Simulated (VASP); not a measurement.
# Re (P6_3/mmc) in VASP: a series of runs, part 2 of 2

VASP 6.6.1. Earlier steps stand in the parts before.

## Step 3: Relaxation of cell and atoms, PBEsol, target pressure 20 GPa, at which the enthalpy is minimised

File INCAR:

```
PREC     = Accurate       # precision mode
ENCUT    = 600            # plane-wave cutoff, eV
EDIFF    = 1E-7           # SCF threshold, eV
ISMEAR   = -1             # smearing method
SIGMA    = 0.05           # smearing width, eV
LREAL    = False          # projectors in reciprocal space
LASPH    = True           # aspherical terms in the spheres
NELM     = 100            # most SCF steps
ALGO     = Normal         # electronic algorithm
ISIF     = 3              # what is computed and relaxed
LWAVE    = False          # write WAVECAR
LCHARG   = False          # write CHGCAR
GGA      = PS             # functional
IBRION   = 2              # ionic algorithm
NSW      = 60             # ionic steps
EDIFFG   = -0.01          # ionic threshold
PSTRESS  = 200.0
```

File KPOINTS:

```
regular mesh
0
Gamma
  11 11 3
```

File POSCAR:

```
Re
1.0
    2.7663873939      0.0000000000      0.0000000000
   -1.3831936969      2.3957617598      0.0000000000
    0.0000000000      0.0000000000      8.9388451600
Re
4
Direct
    0.6666666667      0.3333333333      0.7500000000
    0.0000000000      0.0000000000      0.5000000000
    0.3333333333      0.6666666667      0.2500000000
    0.0000000000      0.0000000000      0.0000000000
```

Potentials or basis: VASP PAW PBE potentials, release 64 (Re).

Command:

```sh
> cat potpaw_PBE.64/Re/POTCAR > POTCAR
> mpirun -np 1 vasp_std > vasp.out
```

OUTCAR:

```text
PREC = Accurate
   ENCUT = 600
   EDIFF = 1E-7
   ISMEAR = -1
   LREAL = False
   LASPH = True
   NELM = 100
   ISIF = 3
   GGA = PS
   IBRION = 2
   NSW = 60
   EDIFFG = -0.01
   PSTRESS = 200.0

 ion  position               nearest neighbor table
   1  0.667  0.333  0.750-   2 2.75   4 2.75   2 2.75   4 2.75   2 2.75   4 2.75
   2  0.000  0.000  0.500-   1 2.75   3 2.75   3 2.75   1 2.75   1 2.75   3 2.75
   3  0.333  0.667  0.250-   2 2.75   4 2.75   2 2.75   4 2.75   2 2.75   4 2.75
   4  0.000  0.000  0.000-   1 2.75   3 2.75   3 2.75   1 2.75   1 2.75   3 2.75

  LATTYP: Found a hexagonal cell.
 ALAT       =     2.7663873939
 C/A-ratio  =     3.2312340563

  Lattice vectors:

 A1 = (   2.7663873939,   0.0000000000,   0.0000000000)
 A2 = (  -1.3831936969,   2.3957617598,   0.0000000000)
 A3 = (   0.0000000000,   0.0000000000,   8.9388451600)

Analysis of symmetry for initial positions (statically):
=====================================================================
 Subroutine PRICEL returns:
 Original cell was already a primitive cell.

 Routine SETGRP: Setting up the symmetry group for a
 hexagonal supercell.

 Subroutine GETGRP returns: Found 24 space group operations
 (whereof 12 operations were pure point group operations)
 out of a pool of 24 trial point group operations.

The static configuration has the point symmetry D_3d.
 The point group associated with its full space group is D_6h.

Analysis of symmetry for dynamics (positions and initial velocities):
=====================================================================
 Subroutine PRICEL returns:
 Original cell was already a primitive cell.

 Routine SETGRP: Setting up the symmetry group for a
 hexagonal supercell.

 Subroutine GETGRP returns: Found 24 space group operations
 (whereof 12 operations were pure point group operations)
 out of a pool of 24 trial point group operations.

The dynamic configuration has the point symmetry D_3d.
 The point group associated with its full space group is D_6h.

 Subroutine INISYM returns: Found 24 space group operations
 (whereof 12 operations are pure point group operations),
 and found     1 'primitive' translations

----------------------------------------------------------------------------------------

                                     Primitive cell

  volume of cell :      59.2431

  direct lattice vectors                    reciprocal lattice vectors
     2.766387394  0.000000000  0.000000000     0.361482272  0.208701887  0.000000000
    -1.383193697  2.395761760  0.000000000     0.000000000  0.417403774  0.000000000
     0.000000000  0.000000000  8.938845160     0.000000000  0.000000000  0.111871274

  length of vectors
     2.766387394  2.766387394  8.938845160     0.417403774  0.417403774  0.111871274

  position of ions in fractional coordinates (direct lattice)
     0.666666667  0.333333333  0.750000000
     0.000000000  0.000000000  0.500000000
     0.333333333  0.666666667  0.250000000
     0.000000000  0.000000000  0.000000000

  ion indices of the primitive-cell ions
   primitive index   ion index
                 1           1
                 2           2
                 3           3
                 4           4

----------------------------------------------------------------------------------------

 KPOINTS: regular mesh

Automatic generation of k-mesh.
[... 26 lines left out ...]
  0.272727  0.000000  0.000000      6.000000
  0.363636  0.000000  0.000000      6.000000
  0.454545  0.000000  0.000000      6.000000
[... 16 lines left out ...]
  0.090909  0.090909  0.333333     12.000000
  0.181818  0.090909  0.333333     24.000000
 [... further k-points ...]
   k-points           NKPTS =     32   k-points in BZ     NKDIM =     32   number of bands    NBANDS=     18
   number of dos      NEDOS =    301   number of ions     NIONS =      4
   total plane-waves  NPLWV =  41472
   dimension x,y,z NGX =    24 NGY =   24 NGZ =   72
   dimension x,y,z NGXF=    48 NGYF=   48 NGZF=  144
   ions per type =               4
   NGX,Y,Z   is equivalent  to a cutoff of  14.42, 14.42, 13.39 a.u.
   NGXF,Y,Z  is equivalent  to a cutoff of  28.85, 28.85, 26.78 a.u.
 SYSTEM =  unknown system
   PREC   = accura    normal or accurate (medium, high low for compatibility)
   ISTART =      0    job   : 0-new  1-cont  2-samecut
   ICHARG =      2    charge: 1-file 2-atom 10-const
   ISPIN  =      1    spin polarized calculation?
   LNONCOLLINEAR =      F non collinear calculations
   LSORBIT =      F    spin-orbit coupling
   LASPH  =      T    aspherical Exc in radial PAW
   ENCUT  =  600.0 eV  44.10 Ry    6.64 a.u.   5.53  5.53 17.85*2*pi/ulx,y,z
   NELM   =    100;   NELMIN=  2; NELMDL= -5     # of ELM steps
   EDIFF  = 0.1E-06   stopping-criterion for ELM
   LREAL  =      F    real-space projection
   EDIFFG = -.1E-01   stopping-criterion for IOM
   NSW    =     60    number of steps for IOM
   IBRION =      2    ionic relax: 0-MD 1-quasi-New 2-CG
   NFREE  =      1    steps in history (QN), initial steepest desc. (CG)
   ISIF   =      3    stress and relaxation
   ISYM   =      2    0-nonsym 1-usesym 2-fastsym
   POTIM  = 0.5000    time-step for ionic-motion
   TEBEG  =    0.0;   TEEND  =   0.0 temperature during run
   PSTRESS=  200.0 pullay stress
   NELECT =      28.0000    total number of electrons
   NUPDOWN=      -1.0000    fix difference up-down
   EMIN   =  10.00;   EMAX   =-10.00  energy-range for DOS
   EFERMI =   0.00;   METHOD = LEGACY
   ISMEAR =    -1;   SIGMA  =   0.05  broadening in eV -4-tet -1-fermi 0-gaus
   EFERMI_NEDOS =   21; number of points for ismear=-14 and -15
   IALGO  =     38    algorithm
   IMIX   =      4    mixing-type and parameters
     AMIX     =   0.40;   BMIX     =  1.00
     AMIX_MAG =   1.60;   BMIX_MAG =  1.00
  volume/ion in A,a.u.               =      14.81        99.95
  Fermi-wavevector in a.u.,A,eV,Ry     =   1.275209  2.409796 22.125236  1.626159
  Thomas-Fermi vector in A             =   2.407934
   LORBIT       =      0    0 simple, 1 ext, 2 COOP (PROOUT), +10 PAW based schemes
   GGA     = PS    functional components
   LHFCALC =     F    Hartree Fock is set to
   AEXX    =    0.0000 exact exchange contribution
   IVDW    =     0    specifies the selected vdW correction
   LEPSILON=     F    determine dielectric tensor
   LRPA    =     F    only Hartree local field effects (RPA)
 conjugate gradient relaxation of ions
 non-spin polarized calculation
  energy-cutoff  :      600.00
  volume of cell :       59.24
 maximum number of plane-waves:      2016
 NGX is ok and might be reduce to    24
   NGX = 11   NGY = 11   NGZ = 35

--------------------------------------- Ionic step        1  -------------------------------------------

 number of electron      28.0000000 magnetization

 Free energy of the ion-electron system (eV)
  ---------------------------------------------------
  ext. energy  EPLUGINS =         0.00000000
  ---------------------------------------------------
  free energy    TOTEN  =       -53.46533497 eV

  energy without entropy =      -53.44097077  energy(sigma->0) =      -53.45315287

------------------------ aborting loop because EDIFF is reached ----------------------------------------

  FORCE on cell =-STRESS in cart. coord.  units (eV):
  Direction    XX          YY          ZZ          XY          YZ          ZX
  --------------------------------------------------------------------------------------
  -------------------------------------------------------------------------------------
  Total       -2.5348818     -2.5348818     -2.4443371     -0.0000000     -0.0000000      0.0000000
  in kB      -68.5535974    -68.5535974    -66.1048974     -0.0000000     -0.0000000      0.0000000
  external PRESSURE =    -267.7373641 kB  Pullay stress =     200.0000000 kB
[... 27 lines left out ...]
--------------------------------------- Ionic step        2  -------------------------------------------

 number of electron      27.9999999 magnetization

 E-fermi :  13.4095     XC(G=0): -15.9478

 val. band max:       13.3993756103   @ k =   0.3636   0.1818   0.3333
 cond. band min:      13.4339007786   @ k =   0.3636   0.0000   0.0000
 fundamental gap:      0.0345251682
 Fermi energy:        13.4094593846

 k-point     1 :       0.0000    0.0000    0.0000
  band No.  band energies     occupation
      1       0.8122      2.00000
      2       3.2010      2.00000
      3       3.6598      2.00000
      4       3.7220      2.00000
      5       9.6305      2.00000
      6       9.6347      2.00000
[... 614 lines left out ...]
--------------------------------------- Ionic step        5  -------------------------------------------

 number of electron      28.0000002 magnetization

 Free energy of the ion-electron system (eV)
  ---------------------------------------------------
  ext. energy  EPLUGINS =         0.00000000
  ---------------------------------------------------
  free energy    TOTEN  =       -53.33350115 eV

  energy without entropy =      -53.31001525  energy(sigma->0) =      -53.32175820

 E-fermi :   8.5250     XC(G=0): -14.1279

 val. band max:        8.5228633818   @ k =   0.3636   0.0909   0.3333
 cond. band min:       8.5496749148   @ k =   0.2727   0.0000   0.0000
 fundamental gap:      0.0268115330
 Fermi energy:         8.5249964248

 k-point     1 :       0.0000    0.0000    0.0000
  band No.  band energies     occupation
      1      -1.8600      2.00000
      2       0.5535      2.00000
      3       0.6412      2.00000
      4       1.3795      2.00000
      5       5.7920      2.00000
      6       5.8932      2.00000
[... 530 lines left out ...]
  energy  without entropy=      -53.3100152490  energy(sigma->0) =      -53.32175820

  enthalpy is  TOTEN    =       -46.3883775638 eV   P V=        6.9451235858

 reached required accuracy - stopping structural energy minimisation
```

Run time: 3.4 min. Hardware: 1 thread of Intel Xeon Platinum 8488C (Sapphire Rapids), shared host; peak memory 0.22 GiB.

Results:

```yaml
Free_energy: -53.3335 eV
Relaxed_volume: 13.91 Å³/atom
Relaxed_cell: a = 2.709 Å, b = 2.709 Å, c = 8.755 Å, α = 90.00°, β = 90.00°, γ = 120.00°
Space_group_after_relaxing_to_0.1_Å: P6_3/mmc (No. 194)
Energy_change_on_relaxing_the_run_minimises_the_enthalpy: +33.0 meV/atom
Ionic_steps: 5
Pressure_after_relaxing: 20.0 GPa
```

The path:
| step | energy change (eV) | largest force (eV/Å) | pressure (GPa) | volume (Å³) |
| --- | --- | --- | --- | --- |
| 1 | 0.0000 | 0.0000 | -6.77 | 59.24 |
| 2 | 12.8341 | 0.0000 | 318.96 | 40.46 |
| 3 | 0.0719 | 0.0000 | 15.38 | 56.18 |
| 4 | 0.1105 | 0.0000 | 18.47 | 55.81 |
| 5 | 0.1318 | 0.0000 | 20.00 | 55.64 |

Final structure:
```
CELL_PARAMETERS angstrom
2.70890 0.00000 0.00000
-1.35445 2.34597 0.00000
0.00000 0.00000 8.75477
ATOMIC_POSITIONS crystal
Re 0.66667 0.33333 0.75000
Re 0.00000 0.00000 0.50000
Re 0.33333 0.66667 0.25000
Re 0.00000 0.00000 0.00000
```

Levels at points of the mesh, in eV from the Fermi level:
| k point | band 10 | band 11 | band 12 | band 13 | band 14 | band 15 | band 16 | band 17 | band 18 |
| --- | --- | --- | --- | --- | --- | --- | --- | --- | --- |
| (0.00, 0.00, 0.00) | -2.09 | -1.80 | -1.35 | -1.35 | -1.23 | -1.23 | 0.63 | 0.68 | 0.68 |

Caveat: the cell is relaxed towards a set pressure, so the run minimises the enthalpy, not the energy; the highest band is partly filled, so the run has too few bands; the PAW data sets were made with another functional, which shifts forces and pressure a little; spin-orbit coupling is left out, which moves the levels of the heavy elements.

## Step 4: Single point, LDA

This run uses another cell than the first one, of 14.32 Å³/atom.

File INCAR:

```
SYSTEM = Re
PREC = Accurate
ENCUT = 560
EDIFF = 1E-6
ISMEAR = -1
SIGMA = 0.05
LREAL = .FALSE.
LASPH = .TRUE.
NELM = 120
ALGO = Normal
ISIF = 2
LWAVE = .FALSE.
LCHARG = .FALSE.
NBANDS = 38
GGA_COMPAT = .FALSE.
```

File KPOINTS:

```
Automatic mesh
0
G
  11 11 3
  0 0 0
```

File POSCAR:

```
Re
1.0
    2.7362400034      0.0000000000      0.0000000000
   -1.3681200017      2.3696533538      0.0000000000
    0.0000000000      0.0000000000      8.8365911334
Re
4
Direct
    0.6666666667      0.3333333333      0.7500000000
    0.0000000000      0.0000000000      0.5000000000
    0.3333333333      0.6666666667      0.2500000000
    0.0000000000      0.0000000000      0.0000000000
```

Potentials or basis: VASP PAW LDA potentials, release 64 (Re_sv_GW).

Command:

```sh
> cat potpaw_LDA.64/Re_sv_GW/POTCAR > POTCAR
> mpirun -np 1 vasp_std > vasp.out
```

Run time: 85 s. Hardware: 1 thread of Intel Xeon Platinum 8259CL at 2.50GHz (Skylake/Cascade Lake), shared host; peak memory 0.19 GiB.

The run converged. Its results:

```
Free energy            : -61.5265 eV
Pressure               : 0.0 GPa
Band gap on the k mesh : zero (bands 30 and 31 overlap by 2.60 eV)
```

Stress tensor (GPa, compression positive):
```
 0.02  0.00  0.00
 0.00  0.02  0.00
 0.00  0.00 -0.13
```

Levels at points of the mesh, in eV from the Fermi level:
| k point | band 27 | band 28 | band 29 | band 30 | band 31 | band 32 | band 33 | band 34 |
| --- | --- | --- | --- | --- | --- | --- | --- | --- |
| (0.00, 0.00, 0.00) | -1.72 | -1.30 | -1.30 | -1.19 | -1.19 | 0.63 | 0.63 | 0.71 |

Caveat: spin-orbit coupling is left out, which moves the levels of the heavy elements.

## Step 5: Summary

```tsv
task	level	potentials or basis	cell	cutoff (eV)	pressure (GPa)
relaxation of cell and atoms	PBEsol	VASP PAW PBE potentials, release 64 (Re)	relaxed to 10 GPa from a = 2.766, b = 2.766, c = 8.939 Å, angles 90.0, 90.0, 120.0°, 4 atoms	600	10.0
relaxation of cell and atoms	PBEsol	VASP PAW PBE potentials, release 64 (Re)	relaxed to 20 GPa from a = 2.766, b = 2.766, c = 8.939 Å, angles 90.0, 90.0, 120.0°, 4 atoms	600	20.0
single point	LDA	VASP PAW LDA potentials, release 64 (Re_sv_GW)	a = 2.736, b = 2.736, c = 8.837 Å, angles 90.0, 90.0, 120.0°, 4 atoms	560	0.0
```

Alike in all rows: no spin polarisation; k mesh 11 × 11 × 3; smearing fermi-dirac 0.05 eV.

Caveats: spin-orbit coupling is left out, which moves the levels of the heavy elements; the cell is relaxed towards a set pressure, so the run minimises the enthalpy, not the energy (at least some runs); the highest band is partly filled, so the run has too few bands (at least some runs); the PAW data sets were made with another functional, which shifts forces and pressure a little (at least some runs).

Total energies depend on the potentials used, so only differences within one code and one set of settings carry meaning.

The gap in the log of VASP goes by the Fermi energy; the results here count the filled bands.